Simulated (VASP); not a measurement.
# CO2 (P-3m1) in VASP: further runs

The runs below take CO2 through single point, relaxation of cell and atoms, with PBEsol.

Program: VASP 6.6.1. These are calculated values, not measurements. Logs are shortened: lines on timing, memory, paths and dates and some standing lists are left out, and cuts for length are marked.

### 1 The cell of the first run

It takes space group P-3m1 (No. 164, trigonal). Conventional cell: a = 2.345 Å, b = 2.345 Å, c = 5.476 Å, α = 90.00°, β = 90.00°, γ = 120.00°. C (site symmetry -3m) has 6 O at 1.61 Å within 2.1 Å. O (site symmetry 3m) has 3 C at 1.61 Å within 2.1 Å.

### 2 Single point, PBEsol

Contents of INCAR:

```
SYSTEM = CO2
  ALGO = Normal
  EDIFF = 1E-6
  ENCUT = 520
  GGA = PS
  ISIF = 2
  ISMEAR = -1
  LASPH = .TRUE.
  LCHARG = .TRUE.
  LELF = .TRUE.
  LREAL = .FALSE.
  LVHAR = .TRUE.
  LWAVE = .FALSE.
  NBANDS = 15
  NELM = 80
  PREC = Accurate
  SIGMA = 0.02
```

Contents of KPOINTS:

```
k-points
0
G
  9 9 5
  0 0 0
```

Contents of POSCAR:

```
CO2
1.0
    2.3454505839      0.0000000000      0.0000000000
   -1.1727252920      2.0312197890      0.0000000000
    0.0000000000      0.0000000000      5.4763013968
C O
1 2
Direct
    0.0000000000      0.0000000000      0.0000000000
    0.3333333333      0.6666666667      0.1596461879
    0.6666666667      0.3333333333      0.8403538121
```

Potentials or basis: VASP PAW PBE potentials, release 64 (C, O).

On the command line:

```sh
cat potpaw_PBE.64/C/POTCAR potpaw_PBE.64/O/POTCAR > POTCAR
mpirun -np 1 vasp_std > vasp.out
```

OUTCAR:

```text
SYSTEM = CO2
   EDIFF = 1E-6
   ENCUT = 520
   GGA = PS
   ISIF = 2
   ISMEAR = -1
   LASPH = .TRUE.
   LREAL = .FALSE.
   NELM = 80
   PREC = Accurate

 ion  position               nearest neighbor table
   1  0.000  0.000  0.000-   2 1.61   3 1.61   3 1.61   2 1.61   3 1.61   2 1.61
   2  0.333  0.667  0.160-   1 1.61   1 1.61   1 1.61
   3  0.667  0.333  0.840-   1 1.61   1 1.61   1 1.61

  LATTYP: Found a hexagonal cell.
 ALAT       =     2.3454505839
 C/A-ratio  =     2.3348611283

  Lattice vectors:

 A1 = (   2.3454505839,   0.0000000000,   0.0000000000)
 A2 = (  -1.1727252920,   2.0312197890,   0.0000000000)
 A3 = (   0.0000000000,   0.0000000000,   5.4763013968)

Analysis of symmetry for initial positions (statically):
=====================================================================
 Subroutine PRICEL returns:
 Original cell was already a primitive cell.

 Routine SETGRP: Setting up the symmetry group for a
 hexagonal supercell.

 Subroutine GETGRP returns: Found 12 space group operations
 (whereof 12 operations were pure point group operations)
 out of a pool of 24 trial point group operations.

The static configuration has the point symmetry D_3d.

Analysis of symmetry for dynamics (positions and initial velocities):
=====================================================================
 Subroutine PRICEL returns:
 Original cell was already a primitive cell.

 Routine SETGRP: Setting up the symmetry group for a
 hexagonal supercell.

 Subroutine GETGRP returns: Found 12 space group operations
 (whereof 12 operations were pure point group operations)
 out of a pool of 24 trial point group operations.

The dynamic configuration has the point symmetry D_3d.

 Subroutine INISYM returns: Found 12 space group operations
 (whereof 12 operations are pure point group operations),
 and found     1 'primitive' translations

----------------------------------------------------------------------------------------

                                     Primitive cell

  volume of cell :      26.0898

  direct lattice vectors                    reciprocal lattice vectors
     2.345450584  0.000000000  0.000000000     0.426357309  0.246157507  0.000000000
    -1.172725292  2.031219789  0.000000000     0.000000000  0.492315015  0.000000000
     0.000000000  0.000000000  5.476301397     0.000000000  0.000000000  0.182604997

  length of vectors
     2.345450584  2.345450584  5.476301397     0.492315015  0.492315015  0.182604997

  position of ions in fractional coordinates (direct lattice)
     0.000000000  0.000000000  0.000000000
     0.333333333  0.666666667  0.159646188
     0.666666667  0.333333333  0.840353812

  ion indices of the primitive-cell ions
   primitive index   ion index
                 1           1
                 2           2
                 3           3

----------------------------------------------------------------------------------------

 KPOINTS: k-points

Automatic generation of k-mesh.
 Grid dimensions read from file:
 generate k-points for:    9    9    5

 Generating k-lattice:

  Cartesian coordinates                     Fractional coordinates (reciprocal lattice)
     0.047373034  0.027350834  0.000000000     0.111111111  0.000000000  0.000000000
     0.000000000  0.054701668  0.000000000     0.000000000  0.111111111  0.000000000
     0.000000000  0.000000000  0.036520999     0.000000000  0.000000000  0.200000000

  Length of vectors
     0.054701668  0.054701668  0.036520999

  Shift w.r.t. Gamma in fractional coordinates (k-lattice)
     0.000000000  0.000000000  0.000000000

 Subroutine IBZKPT returns following result:
 ===========================================

 Found     50 irreducible k-points:

 Following reciprocal coordinates:
            Coordinates               Weight
  0.000000  0.000000  0.000000      1.000000
  0.111111 -0.000000  0.000000      6.000000
  0.222222 -0.000000  0.000000      6.000000
  0.333333 -0.000000  0.000000      6.000000
  0.444444 -0.000000  0.000000      6.000000
  0.111111  0.111111  0.000000      6.000000
[... 16 lines left out ...]
  0.222222  0.111111  0.200000     12.000000
 -0.111111  0.333333  0.200000     12.000000
 [... further k-points ...]
   k-points           NKPTS =     50   k-points in BZ     NKDIM =     50   number of bands    NBANDS=     15
   number of dos      NEDOS =    301   number of ions     NIONS =      3
   total plane-waves  NPLWV =  13608
   dimension x,y,z NGX =    18 NGY =   18 NGZ =   42
   dimension x,y,z NGXF=    36 NGYF=   36 NGZF=   84
   ions per type =               1   2
   NGX,Y,Z   is equivalent  to a cutoff of  12.76, 12.76, 12.75 a.u.
   NGXF,Y,Z  is equivalent  to a cutoff of  25.52, 25.52, 25.50 a.u.
 SYSTEM =  CO2
   PREC   = accura    normal or accurate (medium, high low for compatibility)
   ISTART =      0    job   : 0-new  1-cont  2-samecut
   ICHARG =      2    charge: 1-file 2-atom 10-const
   ISPIN  =      1    spin polarized calculation?
   LNONCOLLINEAR =      F non collinear calculations
   LSORBIT =      F    spin-orbit coupling
   LASPH  =      T    aspherical Exc in radial PAW
   ENCUT  =  520.0 eV  38.22 Ry    6.18 a.u.   4.36  4.36 10.18*2*pi/ulx,y,z
   NELM   =     80;   NELMIN=  2; NELMDL= -5     # of ELM steps
   EDIFF  = 0.1E-05   stopping-criterion for ELM
   LREAL  =      F    real-space projection
   EDIFFG = 0.1E-04   stopping-criterion for IOM
   NSW    =      0    number of steps for IOM
   IBRION =     -1    ionic relax: 0-MD 1-quasi-New 2-CG
   NFREE  =      0    steps in history (QN), initial steepest desc. (CG)
   ISIF   =      2    stress and relaxation
   ISYM   =      2    0-nonsym 1-usesym 2-fastsym
   POTIM  = 0.5000    time-step for ionic-motion
   TEBEG  =    0.0;   TEEND  =   0.0 temperature during run
   PSTRESS=    0.0 pullay stress
   NELECT =      16.0000    total number of electrons
   NUPDOWN=      -1.0000    fix difference up-down
   EMIN   =  10.00;   EMAX   =-10.00  energy-range for DOS
   EFERMI =   0.00;   METHOD = LEGACY
   ISMEAR =    -1;   SIGMA  =   0.02  broadening in eV -4-tet -1-fermi 0-gaus
   EFERMI_NEDOS =   21; number of points for ismear=-14 and -15
   IALGO  =     38    algorithm
   IMIX   =      4    mixing-type and parameters
     AMIX     =   0.40;   BMIX     =  1.00
     AMIX_MAG =   1.60;   BMIX_MAG =  1.00
  volume/ion in A,a.u.               =       8.70        58.69
  Fermi-wavevector in a.u.,A,eV,Ry     =   1.390885  2.628392 26.321312  1.934562
  Thomas-Fermi vector in A             =   2.514777
   LORBIT       =      0    0 simple, 1 ext, 2 COOP (PROOUT), +10 PAW based schemes
   GGA     = PS    functional components
   LHFCALC =     F    Hartree Fock is set to
   AEXX    =    0.0000 exact exchange contribution
   IVDW    =     0    specifies the selected vdW correction
   LEPSILON=     F    determine dielectric tensor
   LRPA    =     F    only Hartree local field effects (RPA)
 non-spin polarized calculation
  energy-cutoff  :      520.00
  volume of cell :       26.09
 maximum number of plane-waves:       747
 NGX is ok and might be reduce to    18
   NGX =  9   NGY =  9   NGZ = 21

 number of electron      15.9999994 magnetization

 Free energy of the ion-electron system (eV)
  ---------------------------------------------------
  ext. energy  EPLUGINS =         0.00000000
  ---------------------------------------------------
  free energy    TOTEN  =       -19.33274713 eV

  energy without entropy =      -19.33274713  energy(sigma->0) =      -19.33274713

 E-fermi :   1.6000     XC(G=0): -10.2515

 val. band max:        1.1612138766   @ k =   0.2222  -0.0000   0.0000
 cond. band min:       6.0075295941   @ k =   0.4444  -0.0000   0.2000
 fundamental gap:      4.8463157174
 Fermi energy:         1.6000128690

 k-point     1 :       0.0000    0.0000    0.0000
  band No.  band energies     occupation
      1     -23.5671      2.00000
      2     -17.9908      2.00000
      3      -5.6135      2.00000
      4      -0.5274      2.00000
      5      -0.5274      2.00000
      6       0.1193      2.00000
      7       0.7033      2.00000
      8       0.7033      2.00000
      9       7.5454      0.00000
     10       7.5825      0.00000
     11       8.4222      0.00000
     12       8.4222      0.00000
     13      11.6725      0.00000
     14      20.0772      0.00000
     15      25.1170      0.00000

 k-point     2 :       0.1111   -0.0000    0.0000
  band No.  band energies     occupation
      1     -23.2449      2.00000
      2     -17.7432      2.00000
      3      -5.4499      2.00000
      4      -2.4074      2.00000
      5      -1.4141      2.00000
      6      -0.1780      2.00000
      7       0.3137      2.00000
      8       1.0698      2.00000
      9       7.8515      0.00000
     10       8.3186      0.00000
     11       8.8461      0.00000
     12       8.9125      0.00000
     13      12.1880      0.00000
     14      20.0225      0.00000
     15      23.2389      0.00000

 k-point     3 :       0.2222   -0.0000    0.0000
  band No.  band energies     occupation
      1     -22.2986      2.00000
      2     -17.0821      2.00000
      3      -6.0202      2.00000
      4      -4.8207      2.00000
      5      -2.7385      2.00000
      6      -1.9838      2.00000
      7       0.4815      2.00000
      8       1.1612      2.00000
      9       7.1849      0.00000
     10       9.3548      0.00000
     11       9.7937      0.00000
     12      10.7129      0.00000
     13      13.3355      0.00000
     14      19.9371      0.00000
     15      21.1166      0.00000

 k-point     4 :       0.3333   -0.0000    0.0000
  band No.  band energies     occupation
      1     -20.8073      2.00000
      2     -16.3843      2.00000
      3      -8.8093      2.00000
      4      -5.8071      2.00000
      5      -3.7949      2.00000
      6      -2.7083      2.00000
      7       0.6271      2.00000
      8       0.9556      2.00000
      9       6.4610      0.00000
     10       9.6573      0.00000
     11      10.6532      0.00000
     12      12.0831      0.00000
     13      14.6870      0.00000
     14      19.1639      0.00000
     15      21.2278      0.00000
[... 307 lines left out ...]
 k-point    22 :       0.1111    0.1111    0.2000
  band No.  band energies     occupation
      1     -22.6094      2.00000
      2     -17.2902      2.00000
      3      -5.3332      2.00000
      4      -3.8739      2.00000
      5      -3.8199      2.00000
      6      -0.2866      2.00000
      7       0.3688      2.00000
      8       0.4625      2.00000
      9       7.8952      0.00000
     10       8.7186      0.00000
     11       9.9345      0.00000
     12      10.0965      0.00000
     13      12.7824      0.00000
     14      20.2239      0.00000
     15      21.6250      0.00000

 k-point    23 :       0.2222    0.1111    0.2000
  band No.  band energies     occupation
      1     -21.3840      2.00000
      2     -16.5695      2.00000
      3      -7.4221      2.00000
      4      -5.7256      2.00000
      5      -4.1264      2.00000
      6      -1.9039      2.00000
      7       0.0504      2.00000
      8       0.8772      2.00000
      9       7.4440      0.00000
     10       9.6031      0.00000
     11      10.5914      0.00000
     12      11.3697      0.00000
     13      14.2215      0.00000
     14      20.3297      0.00000
     15      20.8116      0.00000

 k-point    24 :      -0.1111    0.3333    0.2000
  band No.  band energies     occupation
      1     -21.3840      2.00000
      2     -16.5697      2.00000
      3      -7.4268      2.00000
      4      -5.7093      2.00000
      5      -4.1397      2.00000
      6      -1.8793      2.00000
      7      -0.0028      2.00000
      8       0.8894      2.00000
      9       7.4654      0.00000
     10       9.6387      0.00000
     11      10.4683      0.00000
     12      11.7333      0.00000
     13      13.8257      0.00000
     14      19.9623      0.00000
     15      21.3081      0.00000

 [... further k-points ...]
[... 5 lines left out ...]
  --------------------------------------------------------------------------------------
  -------------------------------------------------------------------------------------
  Total        0.1803103      0.1803103      0.0240268     -0.0000000      0.0000000      0.0000000
  in kB       11.0728776     11.0728776      1.4754871     -0.0000000      0.0000000      0.0000000
  external PRESSURE =       7.8737475 kB  Pullay stress =       0.0000000 kB

 VOLUME and BASIS-vectors are now :
 -----------------------------------------------------------------------------
  energy-cutoff  :      520.00
  volume of cell :       26.09
      direct lattice vectors                 reciprocal lattice vectors
     2.345450584  0.000000000  0.000000000     0.426357309  0.246157507  0.000000000
    -1.172725292  2.031219789  0.000000000     0.000000000  0.492315015  0.000000000
     0.000000000  0.000000000  5.476301397     0.000000000  0.000000000  0.182604997

 POSITION                                       TOTAL-FORCE (eV/Angst)
 -----------------------------------------------------------------------------------
      0.00000      0.00000      0.00000        -0.000000      0.000000      0.000000
     -0.00000      1.35415      0.87427         0.000000      0.000000      0.051268
      1.17273      0.67707      4.60203        -0.000000     -0.000000     -0.051268
 -----------------------------------------------------------------------------------
    total drift:                               -0.000000      0.000000     -0.000000

  FREE ENERGIE OF THE ION-ELECTRON SYSTEM (eV)
  ---------------------------------------------------
  free  energy   TOTEN  =       -19.3327471254 eV

  energy  without entropy=      -19.3327471253  energy(sigma->0) =      -19.33274713
```

It took 8.1 s on 1 thread of Intel Xeon 6975P-C (Granite Rapids), shared host; peak memory 0.14 GiB.

What came out:

```yaml
Free_energy: -19.3327 eV
Pressure: 0.8 GPa
Largest_force: 0.051 eV/Å
Band_gap_on_the_k_mesh: 4.85 eV (least direct gap 5.24 eV)
```

Forces on the atoms (eV/Å):
```
C    0.000  0.000  0.000
O    0.000  0.000  0.051
O    0.000  0.000 -0.051
```

Caveat: the PAW data sets were made with another functional, which shifts forces and pressure a little; an odd mesh through Γ misses points on the zone boundary, where band edges can lie; this functional lacks dispersion, which binds the layers, so the pressure and a relaxed spacing across them are unreliable.

### 3 Single point, PBEsol

Contents of INCAR:

```
SYSTEM = CO2
PREC     = Accurate       ! precision mode
ENCUT    = 520            ! plane-wave cutoff, eV
EDIFF    = 1E-7           ! SCF threshold, eV
ISMEAR   = -1             ! smearing method
SIGMA    = 0.02           ! smearing width, eV
LREAL    = .FALSE.        ! projectors in reciprocal space
LASPH    = .TRUE.         ! aspherical terms in the spheres
NELM     = 100            ! most SCF steps
ALGO     = Normal         ! electronic algorithm
ISIF     = 2              ! what is computed and relaxed
LWAVE    = .FALSE.        ! write WAVECAR
LCHARG   = .FALSE.        ! write CHGCAR
GGA      = PS             ! functional
NBANDS   = 15             ! bands
```

Contents of KPOINTS:

```
regular mesh
0
G
  11 11 4
  0 0 0
```

POSCAR is that of step 2.

Potentials or basis: VASP PAW PBE potentials, release 64 (C, O).

On the command line:

```sh
cat potpaw_PBE.64/C/POTCAR potpaw_PBE.64/O/POTCAR > POTCAR
mpirun -np 1 vasp_std > vasp.out
```

It took 9.2 s on 1 thread of Intel Xeon 6975P-C (Granite Rapids), shared host; peak memory 0.14 GiB.

The run converged. Its results:

| Item | Value |
| --- | --- |
| Free energy | -19.3330 eV |
| Pressure | 0.8 GPa |
| Largest force | 0.052 eV/Å |
| Band gap on the k mesh | 4.81 eV (least direct gap 5.23 eV) |

Forces in eV/Å, atoms in the order of the input:
```
C    0.000  0.000  0.000
O    0.000  0.000  0.052
O    0.000  0.000 -0.052
```

Stress tensor (GPa, compression positive):
```
1.10 0.00 0.00
0.00 1.10 0.00
0.00 0.00 0.15
```

Levels at points of the mesh, in eV from the valence-band top:
| k point | band 4 | band 5 | band 6 | band 7 | band 8 | band 9 | band 10 | band 11 | band 12 | band 13 |
| --- | --- | --- | --- | --- | --- | --- | --- | --- | --- | --- |
| (0.00, 0.00, 0.00) | -1.71 | -1.71 | -1.06 | -0.48 | -0.48 | 6.37 | 6.40 | 7.24 | 7.24 | 10.49 |
| (0.00, 0.00, 0.50) | -1.71 | -1.71 | -1.48 | -0.48 | -0.48 | 6.36 | 6.88 | 7.24 | 7.24 | 10.27 |

Caveat: the PAW data sets were made with another functional, which shifts forces and pressure a little; an odd mesh through Γ misses points on the zone boundary, where band edges can lie; this functional lacks dispersion, which binds the layers, so the pressure and a relaxed spacing across them are unreliable.

(Part 1 of 2 ends here.)
